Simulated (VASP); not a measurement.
# Pt (P6_3/mmc) in VASP: single point with PBEsol

Aim: the single point of Pt with PBEsol.

Everything below comes from runs of VASP 6.6.1. Logs are shortened: lines on timing, memory, paths and dates and some standing lists are left out, and cuts for length are marked.

**1. The cell of the first run**

The structure is hexagonal, space group P6_3/mmc (No. 194). Conventional cell: a = 2.761 Å, b = 2.761 Å, c = 4.792 Å, α = 90.00°, β = 90.00°, γ = 120.00°. Pt (site symmetry -6m2) has 12 Pt at 2.76 to 2.88 Å within 3.6 Å.

This isn't the form of Pt at room conditions, which is fcc.

**2. Single point, PBEsol**

INCAR

```
PREC     = Accurate       # precision mode
ENCUT    = 520            # plane-wave cutoff, eV
EDIFF    = 1E-6           # SCF threshold, eV
ISMEAR   = 1              # smearing method
SIGMA    = 0.05           # smearing width, eV
LREAL    = False          # projectors in reciprocal space
LASPH    = True           # aspherical terms in the spheres
NELM     = 100            # most SCF steps
ALGO     = Normal         # electronic algorithm
ISIF     = 2              # what is computed and relaxed
LWAVE    = False          # write WAVECAR
LCHARG   = True           # write CHGCAR
GGA      = PS             # functional
LELF     = True           # ELF
LVHAR    = True         
NBANDS   = 17             # bands
```

KPOINTS

```
regular mesh
0
Gamma
  18 18 9
```

POSCAR

```
Pt
1.0
    2.7606660000      0.0000000000      0.0000000000
   -1.3803330000      2.3908070000      0.0000000000
    0.0000000000      0.0000000000      4.7921340000
Pt
2
Direct
    0.6666666667      0.3333333333      0.7500000000
    0.3333333333      0.6666666667      0.2500000000
```

Potentials or basis: VASP PAW PBE potentials, release 64 (Pt).

Launch:

```bash
$ cat potpaw_PBE.64/Pt/POTCAR > POTCAR
$ mpirun -np 1 vasp_std > vasp.out
```

OUTCAR:

```text
PREC = Accurate
   ENCUT = 520
   EDIFF = 1E-6
   ISMEAR = 1
   LREAL = False
   LASPH = True
   NELM = 100
   ISIF = 2
   GGA = PS

 ion  position               nearest neighbor table
   1  0.667  0.333  0.750-   2 2.88   2 2.88   2 2.88   2 2.88   2 2.88   2 2.88
   2  0.333  0.667  0.250-   1 2.88   1 2.88   1 2.88   1 2.88   1 2.88   1 2.88

  LATTYP: Found a hexagonal cell.
 ALAT       =     2.7606660000
 C/A-ratio  =     1.7358615638

  Lattice vectors:

 A1 = (   2.7606660000,   0.0000000000,   0.0000000000)
 A2 = (  -1.3803330000,   2.3908070000,   0.0000000000)
 A3 = (   0.0000000000,   0.0000000000,   4.7921340000)

Analysis of symmetry for initial positions (statically):
=====================================================================
 Subroutine PRICEL returns:
 Original cell was already a primitive cell.

 Routine SETGRP: Setting up the symmetry group for a
 hexagonal supercell.

 Subroutine GETGRP returns: Found 24 space group operations
 (whereof 12 operations were pure point group operations)
 out of a pool of 24 trial point group operations.

The static configuration has the point symmetry D_3d.
 The point group associated with its full space group is D_6h.

Analysis of symmetry for dynamics (positions and initial velocities):
=====================================================================
 Subroutine PRICEL returns:
 Original cell was already a primitive cell.

 Routine SETGRP: Setting up the symmetry group for a
 hexagonal supercell.

 Subroutine GETGRP returns: Found 24 space group operations
 (whereof 12 operations were pure point group operations)
 out of a pool of 24 trial point group operations.

The dynamic configuration has the point symmetry D_3d.
 The point group associated with its full space group is D_6h.

 Subroutine INISYM returns: Found 24 space group operations
 (whereof 12 operations are pure point group operations),
 and found     1 'primitive' translations

----------------------------------------------------------------------------------------

                                     Primitive cell

  volume of cell :      31.6291

  direct lattice vectors                    reciprocal lattice vectors
     2.760666000  0.000000000  0.000000000     0.362231433  0.209134405  0.000000000
    -1.380333000  2.390807000  0.000000000     0.000000000  0.418268810  0.000000000
     0.000000000  0.000000000  4.792134000     0.000000000  0.000000000  0.208675300

  length of vectors
     2.760666000  2.760666098  4.792134000     0.418268825  0.418268810  0.208675300

  position of ions in fractional coordinates (direct lattice)
     0.666666667  0.333333333  0.750000000
     0.333333333  0.666666667  0.250000000

  ion indices of the primitive-cell ions
   primitive index   ion index
                 1           1
                 2           2

----------------------------------------------------------------------------------------

 KPOINTS: regular mesh

Automatic generation of k-mesh.
 Grid dimensions read from file:
 generate k-points for:   18   18    9

 Generating k-lattice:

  Cartesian coordinates                     Fractional coordinates (reciprocal lattice)
     0.020123968  0.011618578  0.000000000     0.055555556  0.000000000  0.000000000
     0.000000000  0.023237156  0.000000000     0.000000000  0.055555556  0.000000000
     0.000000000  0.000000000  0.023186144     0.000000000  0.000000000  0.111111111

  Length of vectors
     0.023237157  0.023237156  0.023186144

  Shift w.r.t. Gamma in fractional coordinates (k-lattice)
     0.000000000  0.000000000  0.000000000

 Subroutine IBZKPT returns following result:
 ===========================================

 Found    185 irreducible k-points:

 Following reciprocal coordinates:
            Coordinates               Weight
  0.000000  0.000000  0.000000      1.000000
  0.055556 -0.000000  0.000000      6.000000
  0.111111 -0.000000  0.000000      6.000000
  0.166667  0.000000  0.000000      6.000000
  0.222222  0.000000  0.000000      6.000000
  0.277778  0.000000  0.000000      6.000000
[... 16 lines left out ...]
  0.333333  0.111111  0.000000     12.000000
  0.388889  0.111111  0.000000     12.000000
 [... further k-points ...]
   k-points           NKPTS =    185   k-points in BZ     NKDIM =    185   number of bands    NBANDS=     17
   number of dos      NEDOS =    301   number of ions     NIONS =      2
   total plane-waves  NPLWV =  20736
   dimension x,y,z NGX =    24 NGY =   24 NGZ =   36
   dimension x,y,z NGXF=    48 NGYF=   48 NGZF=   72
   ions per type =               2
   NGX,Y,Z   is equivalent  to a cutoff of  14.45, 14.45, 12.49 a.u.
   NGXF,Y,Z  is equivalent  to a cutoff of  28.91, 28.91, 24.98 a.u.
 SYSTEM =  unknown system
   PREC   = accura    normal or accurate (medium, high low for compatibility)
   ISTART =      0    job   : 0-new  1-cont  2-samecut
   ICHARG =      2    charge: 1-file 2-atom 10-const
   ISPIN  =      1    spin polarized calculation?
   LNONCOLLINEAR =      F non collinear calculations
   LSORBIT =      F    spin-orbit coupling
   LASPH  =      T    aspherical Exc in radial PAW
   ENCUT  =  520.0 eV  38.22 Ry    6.18 a.u.   5.13  5.13  8.91*2*pi/ulx,y,z
   NELM   =    100;   NELMIN=  2; NELMDL= -5     # of ELM steps
   EDIFF  = 0.1E-05   stopping-criterion for ELM
   LREAL  =      F    real-space projection
   EDIFFG = 0.1E-04   stopping-criterion for IOM
   NSW    =      0    number of steps for IOM
   IBRION =     -1    ionic relax: 0-MD 1-quasi-New 2-CG
   NFREE  =      0    steps in history (QN), initial steepest desc. (CG)
   ISIF   =      2    stress and relaxation
   ISYM   =      2    0-nonsym 1-usesym 2-fastsym
   POTIM  = 0.5000    time-step for ionic-motion
   TEBEG  =    0.0;   TEEND  =   0.0 temperature during run
   PSTRESS=    0.0 pullay stress
   NELECT =      20.0000    total number of electrons
   NUPDOWN=      -1.0000    fix difference up-down
   EMIN   =  10.00;   EMAX   =-10.00  energy-range for DOS
   EFERMI =   0.00;   METHOD = LEGACY
   ISMEAR =     1;   SIGMA  =   0.05  broadening in eV -4-tet -1-fermi 0-gaus
   EFERMI_NEDOS =   21; number of points for ismear=-14 and -15
   IALGO  =     38    algorithm
   IMIX   =      4    mixing-type and parameters
     AMIX     =   0.40;   BMIX     =  1.00
     AMIX_MAG =   1.60;   BMIX_MAG =  1.00
  volume/ion in A,a.u.               =      15.81       106.72
  Fermi-wavevector in a.u.,A,eV,Ry     =   1.405149  2.655347 26.863938  1.974444
  Thomas-Fermi vector in A             =   2.527639
   LORBIT       =      0    0 simple, 1 ext, 2 COOP (PROOUT), +10 PAW based schemes
   GGA     = PS    functional components
   LHFCALC =     F    Hartree Fock is set to
   AEXX    =    0.0000 exact exchange contribution
   IVDW    =     0    specifies the selected vdW correction
   LEPSILON=     F    determine dielectric tensor
   LRPA    =     F    only Hartree local field effects (RPA)
 non-spin polarized calculation
 Methfessel and Paxton  Order N= 1 SIGMA  =   0.05
  energy-cutoff  :      520.00
  volume of cell :       31.63
 maximum number of plane-waves:       864
 NGX is ok and might be reduce to    24
   NGX = 11   NGY = 11   NGZ = 17

 number of electron      20.0000004 magnetization

 Free energy of the ion-electron system (eV)
  ---------------------------------------------------
  ext. energy  EPLUGINS =         0.00000000
  ---------------------------------------------------
  free energy    TOTEN  =       -13.75383405 eV

  energy without entropy =      -13.75408662  energy(sigma->0) =      -13.75391824

 E-fermi :  10.1649     XC(G=0): -13.3433

 val. band max:       10.1577764407   @ k =   0.3889   0.2222   0.4444
 cond. band min:      10.1763017463   @ k =   0.1111  -0.0000   0.3333
 fundamental gap:      0.0185253056
 Fermi energy:        10.1649368848

 k-point     1 :       0.0000    0.0000    0.0000
  band No.  band energies     occupation
      1       0.4298      2.00000
      2       3.0954      2.00000
      3       6.2419      2.00000
      4       6.7543      2.00000
      5       6.7543      2.00000
      6       7.1188      2.00000
[... 9 lines left out ...]
     16      27.4454      0.00000
     17      31.1895      0.00000

 k-point     2 :       0.0556   -0.0000    0.0000
  band No.  band energies     occupation
      1       0.5421      2.00000
      2       3.1995      2.00000
      3       6.2350      2.00000
      4       6.7450      2.00000
      5       6.8400      2.00000
      6       7.0624      2.00000
[... 9 lines left out ...]
     16      27.5932      0.00000
     17      30.4697      0.00000

 k-point     3 :       0.1111   -0.0000    0.0000
  band No.  band energies     occupation
      1       0.8709      2.00000
      2       3.4940      2.00000
      3       6.1558      2.00000
      4       6.7585      2.00000
      5       6.9579      2.00000
      6       7.0932      2.00000
[... 9 lines left out ...]
     16      27.7566      0.00000
     17      29.4319      0.00000

 k-point     4 :       0.1667    0.0000    0.0000
  band No.  band energies     occupation
      1       1.3891      2.00000
      2       3.9079      2.00000
      3       6.0040      2.00000
      4       6.6060      2.00000
      5       6.8597      2.00000
      6       7.1391      2.00000
[... 9 lines left out ...]
     16      27.7609      0.00000
     17      28.0663      0.00000
[... 343 lines left out ...]
      1       3.6326      2.00000
      2       4.4981      2.00000
      3       5.1275      2.00000
      4       6.0630      2.00000
      5       6.7115      2.00000
      6       6.8398      2.00000
[... 9 lines left out ...]
     16      25.2364      0.00000
     17      25.9217      0.00000

 k-point    23 :       0.3333    0.1111    0.0000
  band No.  band energies     occupation
      1       3.9758      2.00000
      2       4.3043      2.00000
      3       4.8308      2.00000
      4       6.4647      2.00000
      5       6.7624      2.00000
      6       7.0916      2.00000
[... 9 lines left out ...]
     16      23.8817      0.00000
     17      24.5538      0.00000

 k-point    24 :       0.3889    0.1111    0.0000
  band No.  band energies     occupation
      1       4.0894      2.00000
      2       4.1807      2.00000
      3       4.6500      2.00000
      4       6.7645      2.00000
      5       6.9229      2.00000
      6       7.0340      2.00000
[... 9 lines left out ...]
     16      22.3689      0.00000
     17      23.9964      0.00000

 [... further k-points ...]

------------------------ aborting loop because EDIFF is reached ----------------------------------------

  FORCE on cell =-STRESS in cart. coord.  units (eV):
  Direction    XX          YY          ZZ          XY          YZ          ZX
  --------------------------------------------------------------------------------------
  -------------------------------------------------------------------------------------
  Total       -2.2843008     -2.2843010     -2.1871229      0.0000000      0.0000000      0.0000000
  in kB     -115.7115023   -115.7115132   -110.7889478      0.0000000      0.0000000      0.0000000
  external PRESSURE =    -114.0706545 kB  Pullay stress =       0.0000000 kB

 VOLUME and BASIS-vectors are now :
 -----------------------------------------------------------------------------
  energy-cutoff  :      520.00
  volume of cell :       31.63
      direct lattice vectors                 reciprocal lattice vectors
     2.760666000  0.000000000  0.000000000     0.362231433  0.209134405  0.000000000
    -1.380333000  2.390807000  0.000000000     0.000000000  0.418268810  0.000000000
     0.000000000  0.000000000  4.792134000     0.000000000  0.000000000  0.208675300

 POSITION                                       TOTAL-FORCE (eV/Angst)
 -----------------------------------------------------------------------------------
      1.38033      0.79694      3.59410        -0.000000     -0.000000      0.000000
     -0.00000      1.59387      1.19803         0.000000      0.000000      0.000000
 -----------------------------------------------------------------------------------
    total drift:                               -0.000000      0.000000     -0.000000

  FREE ENERGIE OF THE ION-ELECTRON SYSTEM (eV)
  ---------------------------------------------------
  free  energy   TOTEN  =       -13.7538340490 eV

  energy  without entropy=      -13.7540866230  energy(sigma->0) =      -13.75391824
```

It took 96 s on 1 thread of Intel Xeon 8259CL, shared host; peak memory 0.22 GiB.

What came out:

| Property | Result |
| --- | --- |
| Free energy | -13.7538 eV |
| Pressure | -11.4 GPa |
| Band gap on the k mesh | zero (bands 10 and 11 overlap by 1.23 eV) |

Caveat: the cell stands under tension; the PAW data sets were made with another functional, which shifts forces and pressure a little; spin-orbit coupling is left out, which moves the levels of the heavy elements.
